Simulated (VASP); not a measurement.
# Fe (Im-3m) in VASP: further runs, part 2 of 2

VASP 6.6.1. Earlier steps stand in the parts before.

### 4 Single point, LDA, collinear spin, ferromagnetic start

Input file INCAR:

```
PREC     = Accurate       # precision mode
ENCUT    = 520            # plane-wave cutoff, eV
EDIFF    = 1E-6           # SCF threshold, eV
ISMEAR   = 0              # smearing method
SIGMA    = 0.2            # smearing width, eV
LREAL    = False          # projectors in reciprocal space
LASPH    = True           # aspherical terms in the spheres
NELM     = 150            # most SCF steps
ALGO     = Normal         # electronic algorithm
ISIF     = 2              # what is computed and relaxed
LWAVE    = False          # write WAVECAR
LCHARG   = False          # write CHGCAR
ISPIN    = 2              # spin polarisation
MAGMOM   = 1.988          # initial moments
LORBIT   = 11             # projections on sites
LMAXMIX  = 4              # l up to which the mixer works
GGA      = CA             # functional
NBANDS   = 14             # bands
```

Input file KPOINTS:

```
regular mesh
0
Gamma
  16 16 16
```

Input file POSCAR:

```
Fe
1.0
   -1.3745984210      1.3745984210      1.3745984210
    1.3745984210     -1.3745984210      1.3745984210
    1.3745984210      1.3745984210     -1.3745984210
Fe
1
Direct
    0.0000000000      0.0000000000      0.0000000000
```

Potentials or basis: VASP PAW LDA potentials, release 64 (Fe).

Launch:

```bash
cat potpaw_LDA.64/Fe/POTCAR > POTCAR
mpirun -np 1 vasp_std > vasp.out
```

OUTCAR:

```text
PREC = Accurate
   ENCUT = 520
   EDIFF = 1E-6
   ISMEAR = 0
   LREAL = False
   LASPH = True
   NELM = 150
   ISIF = 2
   ISPIN = 2
   LORBIT = 11
   GGA = CA

 ion  position               nearest neighbor table
   1  0.000  0.000  0.000-

  LATTYP: Found a body centered cubic cell.
 ALAT       =     2.7491968420

  Lattice vectors:

 A1 = (  -1.3745984210,   1.3745984210,   1.3745984210)
 A2 = (   1.3745984210,  -1.3745984210,   1.3745984210)
 A3 = (   1.3745984210,   1.3745984210,  -1.3745984210)

Analysis of symmetry for initial positions (statically):
=====================================================================
 Subroutine PRICEL returns:
 Original cell was already a primitive cell.

 Routine SETGRP: Setting up the symmetry group for a
 body centered cubic supercell.

 Subroutine GETGRP returns: Found 48 space group operations
 (whereof 48 operations were pure point group operations)
 out of a pool of 48 trial point group operations.

The static configuration has the point symmetry O_h .

[... 605 lines left out ...]
     10      38.6408      0.00000
     11      38.6408      0.00000
     12      41.6302      0.00000
     13      41.6303      0.00000
     14      41.6303      0.00000
[... 379 lines left out ...]
      3       5.0260      1.00000
      4       7.4972      0.00000
      5       8.1995      0.00000
      6       9.5608      0.00000
      7      20.5886      0.00000
      8      22.6006      0.00000
      9      28.7901      0.00000
     10      34.1903      0.00000
     11      38.5024      0.00000
     12      42.9047      0.00000
     13      46.7764      0.00000
     14      49.5209      0.00000

 [... further k-points ...]

------------------------ aborting loop because EDIFF is reached ----------------------------------------

  FORCE on cell =-STRESS in cart. coord.  units (eV):
  Direction    XX          YY          ZZ          XY          YZ          ZX
  --------------------------------------------------------------------------------------
  -------------------------------------------------------------------------------------
  Total       -0.0460337     -0.0460337     -0.0460337      0.0000000     -0.0000000      0.0000000
  in kB       -7.0990314     -7.0990314     -7.0990314      0.0000000     -0.0000000      0.0000000
  external PRESSURE =      -7.0990314 kB  Pullay stress =       0.0000000 kB

 VOLUME and BASIS-vectors are now :
 -----------------------------------------------------------------------------
  energy-cutoff  :      520.00
  volume of cell :       10.39
      direct lattice vectors                 reciprocal lattice vectors
    -1.374598421  1.374598421  1.374598421     0.000000000  0.363742597  0.363742597
     1.374598421 -1.374598421  1.374598421     0.363742597  0.000000000  0.363742597
     1.374598421  1.374598421 -1.374598421     0.363742597  0.363742597  0.000000000

 POSITION                                       TOTAL-FORCE (eV/Angst)
 -----------------------------------------------------------------------------------
      0.00000      0.00000      0.00000        -0.000000      0.000000     -0.000000
 -----------------------------------------------------------------------------------
    total drift:                                0.000000      0.000000      0.000000

  FREE ENERGIE OF THE ION-ELECTRON SYSTEM (eV)
  ---------------------------------------------------
  free  energy   TOTEN  =        -9.2350481971 eV

  energy  without entropy=       -9.2144489432  energy(sigma->0) =       -9.22474857

 total charge

# of ion       s       p       d       tot
------------------------------------------
    1        0.527   0.617   6.334   7.479

 magnetization (x)

# of ion       s       p       d       tot
------------------------------------------
    1       -0.009  -0.031   1.950   1.910
```

OSZICAR:

```text
N       E                     dE             d eps       ncg     rms          rms(c)
DAV:   1     0.202966718305E+02    0.20297E+02   -0.38527E+03  9086   0.726E+02
DAV:   2    -0.955256504161E+01   -0.29849E+02   -0.27664E+02  8918   0.132E+02
DAV:   3    -0.104490857135E+02   -0.89652E+00   -0.88824E+00  9896   0.234E+01
DAV:   4    -0.104520198463E+02   -0.29341E-02   -0.29339E-02  9506   0.120E+00
DAV:   5    -0.104520342637E+02   -0.14417E-04   -0.14417E-04  9986   0.857E-02    0.127E+01
DAV:   6    -0.931661782968E+01    0.11354E+01   -0.93399E+00 10676   0.387E+01    0.474E+00
DAV:   7    -0.925453867780E+01    0.62079E-01   -0.49101E-01 10106   0.880E+00    0.298E+00
DAV:   8    -0.924422722939E+01    0.10311E-01   -0.50871E-03  9714   0.436E-01    0.140E+00
DAV:   9    -0.923503182230E+01    0.91954E-02   -0.51987E-03 11076   0.431E-01    0.386E-01
DAV:  10    -0.923506491496E+01   -0.33093E-04   -0.64544E-04  9694   0.264E-01    0.140E-01
DAV:  11    -0.923504398274E+01    0.20932E-04   -0.87127E-05  9932   0.128E-01    0.243E-02
DAV:  12    -0.923504726505E+01   -0.32823E-05   -0.30332E-06  7182   0.209E-02    0.999E-03
DAV:  13    -0.923504819714E+01   -0.93209E-06   -0.91753E-07  6798   0.959E-03
   1 F= -.92350482E+01 E0= -.92247486E+01  d E =-.205993E-01  mag=     1.9431
```

Run time: 35 s. Hardware: 1 thread of Intel Xeon Platinum 8259CL at 2.50GHz (Skylake/Cascade Lake), shared host; peak memory 0.14 GiB.

What came out:

```yaml
Free_energy: -9.2350 eV
Pressure: -0.7 GPa
Net_moment: 1.94 μB per cell
Site_moments: Fe +1.91 μB
Valence_electrons_inside_the_program's_atomic_spheres: Fe 7.48
```

Levels at points of the mesh, in eV from the Fermi level:
Spin up:
| k point | band 1 | band 2 | band 3 | band 4 | band 5 | band 6 | band 7 | band 8 | band 9 | band 10 |
| --- | --- | --- | --- | --- | --- | --- | --- | --- | --- | --- |
| (0.00, 0.00, 0.00) | -9.11 | -2.50 | -2.50 | -2.50 | -0.95 | -0.95 | 25.68 | 25.68 | 25.68 | 31.43 |
| (0.50, 0.00, 0.00) | -5.49 | -3.77 | -0.92 | -0.72 | 0.35 | 0.63 | 8.16 | 18.95 | 21.44 | 24.69 |
| (0.50, 0.50, 0.50) | -5.39 | -5.39 | 0.31 | 0.31 | 0.31 | 10.39 | 10.39 | 10.39 | 16.59 | 16.59 |
Spin down:
| k point | band 1 | band 2 | band 3 | band 4 | band 5 | band 6 | band 7 |
| --- | --- | --- | --- | --- | --- | --- | --- |
| (0.00, 0.00, 0.00) | -8.74 | -0.93 | -0.93 | -0.93 | 1.13 | 1.13 | 25.85 |
| (0.50, 0.00, 0.00) | -4.37 | -2.35 | 0.73 | 1.05 | 1.42 | 2.45 | 9.37 |
| (0.50, 0.50, 0.50) | -3.96 | -3.96 | 2.11 | 2.11 | 2.11 | 10.84 | 10.84 |

### 5 Single point, LDA, collinear spin, ferromagnetic start

Input file INCAR:

```
PREC = Accurate ; ENCUT = 520
EDIFF = 1E-6 ; ISMEAR = 0
SIGMA = 0.3 ; LREAL = False
LASPH = True ; NELM = 150
ALGO = Normal ; ISIF = 2
LWAVE = False ; LCHARG = True
ISPIN = 2 ; MAGMOM = 1.988
LORBIT = 11 ; LMAXMIX = 4
LELF = True ; LVHAR = True
NBANDS = 14
```

Input file KPOINTS:

```
Automatic mesh
0
Gamma
  16 16 16
```

POSCAR is that of step 4.

Launch:

```bash
cat potpaw_LDA.64/Fe/POTCAR > POTCAR
mpirun -np 1 vasp_std > vasp.out
```

Run time: 38 s. Hardware: 1 thread of Intel Xeon Platinum 8259CL at 2.50GHz (Skylake/Cascade Lake), shared host; peak memory 0.14 GiB.

It converged, with:

```
Free energy                                           : -9.2481 eV
Pressure                                              : -0.7 GPa
Net moment                                            : 1.93 μB per cell
Site moments                                          : Fe +1.90 μB
Valence electrons inside the program's atomic spheres : Fe 7.48
```

Levels at points of the mesh, in eV from the Fermi level:
Spin up:
```csv
k point,band 3,band 4,band 5,band 6,band 7,band 8
"(0.00, 0.00, 0.00)",-2.49,-2.49,-0.94,-0.94,25.69,25.69
"(0.50, 0.00, 0.00)",-0.90,-0.71,0.36,0.64,8.17,18.95
"(0.50, 0.50, 0.50)",0.32,0.32,0.32,10.40,10.40,10.40
```
Spin down:
| k point | band 1 | band 2 | band 3 | band 4 | band 5 | band 6 | band 7 |
| --- | --- | --- | --- | --- | --- | --- | --- |
| (0.00, 0.00, 0.00) | -8.74 | -0.93 | -0.93 | -0.93 | 1.13 | 1.13 | 25.86 |
| (0.50, 0.00, 0.00) | -4.37 | -2.35 | 0.73 | 1.05 | 1.42 | 2.45 | 9.38 |
| (0.50, 0.50, 0.50) | -3.96 | -3.96 | 2.11 | 2.11 | 2.11 | 10.85 | 10.85 |

### 6 Single point, LDA, collinear spin, ferromagnetic start

Input file INCAR:

```
SYSTEM = Fe
  PREC = Accurate
  ENCUT = 520
  EDIFF = 1E-7
  ISMEAR = 0
  SIGMA = 0.6
  LREAL = .False.
  LASPH = .True.
  NELM = 150
  ALGO = Normal
  ISIF = 2
  LWAVE = .False.
  LCHARG = .False.
  ISPIN = 2
  MAGMOM = 1.988
  LORBIT = 11
  LMAXMIX = 4
  NBANDS = 14
```

Input file KPOINTS:

```
Automatic mesh
0
Gamma
  16 16 16
  0 0 0
```

POSCAR is that of step 5.

Potentials or basis: VASP PAW LDA potentials, release 64 (Fe).

Launch:

```bash
cat potpaw_LDA.64/Fe/POTCAR > POTCAR
mpirun -np 1 vasp_std > vasp.out
```

OUTCAR:

```text
SYSTEM = Fe
   PREC = Accurate
   ENCUT = 520
   EDIFF = 1E-7
   ISMEAR = 0
   LREAL = .False.
   LASPH = .True.
   NELM = 150
   ISIF = 2
   ISPIN = 2
   LORBIT = 11

 ion  position               nearest neighbor table
   1  0.000  0.000  0.000-

  LATTYP: Found a body centered cubic cell.
 ALAT       =     2.7491968420

  Lattice vectors:

 A1 = (  -1.3745984210,   1.3745984210,   1.3745984210)
 A2 = (   1.3745984210,  -1.3745984210,   1.3745984210)
 A3 = (   1.3745984210,   1.3745984210,  -1.3745984210)

Analysis of symmetry for initial positions (statically):
=====================================================================
 Subroutine PRICEL returns:
 Original cell was already a primitive cell.

 Routine SETGRP: Setting up the symmetry group for a
 body centered cubic supercell.

 Subroutine GETGRP returns: Found 48 space group operations
 (whereof 48 operations were pure point group operations)
 out of a pool of 48 trial point group operations.

The static configuration has the point symmetry O_h .

Analysis of symmetry for dynamics (positions and initial velocities):
=====================================================================
 Subroutine PRICEL returns:
 Original cell was already a primitive cell.

 Routine SETGRP: Setting up the symmetry group for a
 body centered cubic supercell.

 Subroutine GETGRP returns: Found 48 space group operations
 (whereof 48 operations were pure point group operations)
 out of a pool of 48 trial point group operations.

The dynamic configuration has the point symmetry O_h .

Analysis of structural, dynamic, and magnetic symmetry:
=====================================================================
 Subroutine PRICEL returns:
 Original cell was already a primitive cell.

 Routine SETGRP: Setting up the symmetry group for a
 body centered cubic supercell.

 Subroutine GETGRP returns: Found 48 space group operations
 (whereof 48 operations were pure point group operations)
 out of a pool of 48 trial point group operations.

The overall configuration has the point symmetry O_h .

 Subroutine INISYM returns: Found 48 space group operations
 (whereof 48 operations are pure point group operations),
 and found     1 'primitive' translations

----------------------------------------------------------------------------------------

                                     Primitive cell

  volume of cell :      10.3893

  direct lattice vectors                    reciprocal lattice vectors
    -1.374598421  1.374598421  1.374598421     0.000000000  0.363742597  0.363742597
     1.374598421 -1.374598421  1.374598421     0.363742597  0.000000000  0.363742597
     1.374598421  1.374598421 -1.374598421     0.363742597  0.363742597  0.000000000

  length of vectors
     2.380874305  2.380874305  2.380874305     0.514409714  0.514409714  0.514409714

  position of ions in fractional coordinates (direct lattice)
     0.000000000  0.000000000  0.000000000

  ion indices of the primitive-cell ions
   primitive index   ion index
                 1           1

----------------------------------------------------------------------------------------

 KPOINTS: Automatic mesh

Automatic generation of k-mesh.
 Grid dimensions read from file:
 generate k-points for:   16   16   16

 Generating k-lattice:

  Cartesian coordinates                     Fractional coordinates (reciprocal lattice)
     0.000000000  0.022733912  0.022733912     0.062500000  0.000000000  0.000000000
[... 65 lines left out ...]
   ISIF   =      2    stress and relaxation
   ISYM   =      2    0-nonsym 1-usesym 2-fastsym
   POTIM  = 0.5000    time-step for ionic-motion
   TEBEG  =    0.0;   TEEND  =   0.0 temperature during run
   PSTRESS=    0.0 pullay stress
   NELECT =       8.0000    total number of electrons
   NUPDOWN=      -1.0000    fix difference up-down
   EMIN   =  10.00;   EMAX   =-10.00  energy-range for DOS
   EFERMI =   0.00;   METHOD = LEGACY
   ISMEAR =     0;   SIGMA  =   0.60  broadening in eV -4-tet -1-fermi 0-gaus
   EFERMI_NEDOS =   21; number of points for ismear=-14 and -15
   IALGO  =     38    algorithm
   IMIX   =      4    mixing-type and parameters
     AMIX     =   0.40;   BMIX     =  1.00
     AMIX_MAG =   1.60;   BMIX_MAG =  1.00
  volume/ion in A,a.u.               =      10.39        70.11
  Fermi-wavevector in a.u.,A,eV,Ry     =   1.500522  2.835575 30.634413  2.251566
  Thomas-Fermi vector in A             =   2.612011
   LORBIT       =     11    0 simple, 1 ext, 2 COOP (PROOUT), +10 PAW based schemes
   GGA     = CA    functional components
   LHFCALC =     F    Hartree Fock is set to
   AEXX    =    0.0000 exact exchange contribution
   IVDW    =     0    specifies the selected vdW correction
   LEPSILON=     F    determine dielectric tensor
   LRPA    =     F    only Hartree local field effects (RPA)
 spin polarized calculation
 Gauss-broadening in eV      SIGMA  =   0.60
  energy-cutoff  :      520.00
  volume of cell :       10.39
 maximum number of plane-waves:       321
 NGX is ok and might be reduce to    18
   NGX =  9   NGY =  9   NGZ =  9

 number of electron       7.9999992 magnetization       1.7580375

 Free energy of the ion-electron system (eV)
  ---------------------------------------------------
  ext. energy  EPLUGINS =         0.00000000
  ---------------------------------------------------
  free energy    TOTEN  =        -9.32882017 eV

  energy without entropy =       -9.08825422  energy(sigma->0) =       -9.20853720

 E-fermi :   6.7332     XC(G=0): -13.9337

 val. band max:        6.6955178228   @ k =  -0.3125   0.3750   0.1875
 cond. band min:       6.7344814772   @ k =  -0.3125   0.3125   0.1250
 fundamental gap:      0.0389636544
 Fermi energy:         6.7331805848

 spin component 1

 k-point     1 :       0.0000    0.0000    0.0000
  band No.  band energies     occupation
      1      -2.3639      1.00000
      2       4.2887      1.00000
      3       4.2887      1.00000
      4       4.2887      1.00000
      5       5.8514      0.98117
      6       5.8514      0.98117
      7      32.4211      0.00000
      8      32.4211      0.00000
      9      32.4211      0.00000
     10      38.1795      0.00000
     11      38.1795      0.00000
     12      40.8862      0.00000
     13      40.8862      0.00000
     14      40.8862      0.00000
[... 379 lines left out ...]
      3       3.8045      1.00000
      4       5.6386      0.99506
      5       6.2193      0.88708
      6       8.0593      0.00089
      7      19.7481      0.00000
      8      21.9140      0.00000
      9      28.2260      0.00000
     10      33.7603      0.00000
     11      38.0047      0.00000
     12      42.3704      0.00000
     13      46.2752      0.00000
     14      48.8630      0.00000

 [... further k-points ...]

 spin component 2

 k-point     1 :       0.0000    0.0000    0.0000
  band No.  band energies     occupation
      1      -2.0288      1.00000
      2       5.7116      0.99198
      3       5.7116      0.99198
      4       5.7116      0.99198
      5       7.7464      0.00846
      6       7.7465      0.00846
      7      32.5762      0.00000
      8      32.5762      0.00000
      9      32.5762      0.00000
     10      38.6102      0.00000
     11      38.6102      0.00000
     12      41.5843      0.00000
     13      41.5843      0.00000
     14      41.5843      0.00000
[... 379 lines left out ...]
      3       4.9535      0.99999
      4       7.3858      0.06199
      5       8.0803      0.00075
      6       9.4684      0.00000
      7      20.5354      0.00000
      8      22.5576      0.00000
      9      28.7555      0.00000
     10      34.1631      0.00000
     11      38.4715      0.00000
     12      42.8720      0.00000
     13      46.7457      0.00000
     14      49.4825      0.00000

 [... further k-points ...]
[... 5 lines left out ...]
  --------------------------------------------------------------------------------------
  -------------------------------------------------------------------------------------
  Total       -0.1198582     -0.1198582     -0.1198582      0.0000000      0.0000000      0.0000000
  in kB      -18.4837856    -18.4837856    -18.4837856      0.0000000      0.0000000      0.0000000
  external PRESSURE =     -18.4837856 kB  Pullay stress =       0.0000000 kB

 VOLUME and BASIS-vectors are now :
 -----------------------------------------------------------------------------
  energy-cutoff  :      520.00
  volume of cell :       10.39
      direct lattice vectors                 reciprocal lattice vectors
    -1.374598421  1.374598421  1.374598421     0.000000000  0.363742597  0.363742597
     1.374598421 -1.374598421  1.374598421     0.363742597  0.000000000  0.363742597
     1.374598421  1.374598421 -1.374598421     0.363742597  0.363742597  0.000000000

 POSITION                                       TOTAL-FORCE (eV/Angst)
 -----------------------------------------------------------------------------------
      0.00000      0.00000      0.00000         0.000000      0.000000     -0.000000
 -----------------------------------------------------------------------------------
    total drift:                                0.000000      0.000000      0.000000

  FREE ENERGIE OF THE ION-ELECTRON SYSTEM (eV)
  ---------------------------------------------------
  free  energy   TOTEN  =        -9.3288201688 eV

  energy  without entropy=       -9.0882542241  energy(sigma->0) =       -9.20853720

 total charge

# of ion       s       p       d       tot
------------------------------------------
    1        0.527   0.615   6.336   7.478

 magnetization (x)

# of ion       s       p       d       tot
------------------------------------------
    1       -0.008  -0.029   1.766   1.729
```

Run time: 40 s. Hardware: 1 thread of Intel Xeon Platinum 8259CL at 2.50GHz (Skylake/Cascade Lake), shared host; peak memory 0.14 GiB.

What came out:

```yaml
Free_energy: -9.3288 eV
Pressure: -1.8 GPa
Net_moment: 1.76 μB per cell
Site_moments: Fe +1.73 μB
Valence_electrons_inside_the_program's_atomic_spheres: Fe 7.48
```

Levels at points of the mesh, in eV from the Fermi level:
Spin up:
```tsv
k point	band 1	band 2	band 3	band 4	band 5	band 6	band 7	band 8	band 9	band 10
(0.00, 0.00, 0.00)	-9.10	-2.44	-2.44	-2.44	-0.88	-0.88	25.69	25.69	25.69	31.45
(0.50, 0.00, 0.00)	-5.44	-3.72	-0.85	-0.65	0.36	0.69	8.20	18.96	21.47	24.72
(0.50, 0.50, 0.50)	-5.33	-5.33	0.38	0.38	0.38	10.41	10.41	10.41	16.62	16.62
```
Spin down:
| k point | band 1 | band 2 | band 3 | band 4 | band 5 | band 6 | band 7 |
| --- | --- | --- | --- | --- | --- | --- | --- |
| (0.00, 0.00, 0.00) | -8.76 | -1.02 | -1.02 | -1.02 | 1.01 | 1.01 | 25.84 |
| (0.50, 0.00, 0.00) | -4.43 | -2.43 | 0.70 | 0.94 | 1.30 | 2.35 | 9.30 |
| (0.50, 0.50, 0.50) | -4.04 | -4.04 | 2.00 | 2.00 | 2.00 | 10.82 | 10.82 |

### 7 Summary

```csv
smearing,gap on the mesh (eV),pressure (GPa),moment (μB)
gaussian 0.03 eV,none,-1.0,1.94
gaussian 0.1 eV,none,-1.0,1.94
gaussian 0.2 eV,none,-0.7,1.94
gaussian 0.3 eV,none,-0.7,1.93
gaussian 0.6 eV,none,-1.8,1.76
```

Alike in all rows: task single point; level LDA; potentials or basis VASP PAW LDA potentials, release 64 (Fe); spin collinear, ferromagnetic start; cell as given; k mesh 16 × 16 × 16; cutoff (eV) 520.

Every run on the cell as given and a fine mesh finds a metal.

Total energies depend on the potentials used, so only differences within one code and one set of settings carry meaning.
